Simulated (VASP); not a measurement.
# AlN: relaxation of cell and atoms with PBEsol

AlN:

```xyz
2
Lattice="0.0000 1.9892 1.9892 1.9892 0.0000 1.9892 1.9892 1.9892 0.0000" Properties=species:S:1:pos:R:3 pbc="T T T"
Al    1.9892    1.9892    1.9892
N     0.0000    0.0000    0.0000
```

```json
{
  "Program": "VASP 6.6.1",
  "Task": "relaxation of cell and atoms",
  "Functional": "PBEsol",
  "Potentials or basis": "VASP PAW PBE potentials, release 64 (Al, N)",
  "Cutoff": "600 eV",
  "k mesh": "8 × 8 × 8",
  "Occupations": "gaussian, width 0.1 eV",
  "Spin": "no spin polarisation",
  "Target pressure": "14.5 GPa",
  "Dipole correction": "no",
  "Further INCAR settings": "ALGO = Normal; EDIFF = 1e-07; IBRION = 2; EDIFFG = -0.05; NSW = 80; ISIF = 3"
}
```

```yaml
Pressure_after_relaxing: 14.3 GPa
Band_gap_on_the_k_mesh: 5.03 eV, indirect (least direct gap 6.38 eV)
```

Final structure:
```xyz
2
Lattice="0.0000 1.9892 1.9892 1.9892 0.0000 1.9892 1.9892 1.9892 0.0000" Properties=species:S:1:pos:R:3 pbc="T T T"
Al    1.9892    1.9892    1.9892
N     0.0000    0.0000    0.0000
```

Levels at points of the mesh, in eV from the valence-band top:
```csv
k point,band 1,band 2,band 3,band 4,band 5,band 6,band 7,band 8
"(0.00, 0.00, 0.00)",-18.00,0.00,0.00,0.00,6.38,12.18,12.18,12.18
"(0.50, 0.00, 0.00)",-14.50,-8.69,-1.19,-1.19,6.35,11.30,11.30,13.98
"(0.50, 0.50, 0.00)",-13.43,-7.78,-2.95,-2.95,5.03,5.05,14.57,17.94
```

Run time: 4.6 s on 1 thread of Intel(R) Xeon(R) Platinum 8259CL CPU @ 2.50GHz (Skylake/Cascade Lake), with other jobs on the host, peak memory 0.13 GiB.

Caveat: the relaxation stopped at its first step, so nothing moved; the cell is relaxed towards a set pressure, so the enthalpy falls and the energy may rise; the PAW data sets were made with another functional, which shifts forces and pressure a little. A k mesh can miss the band edges.
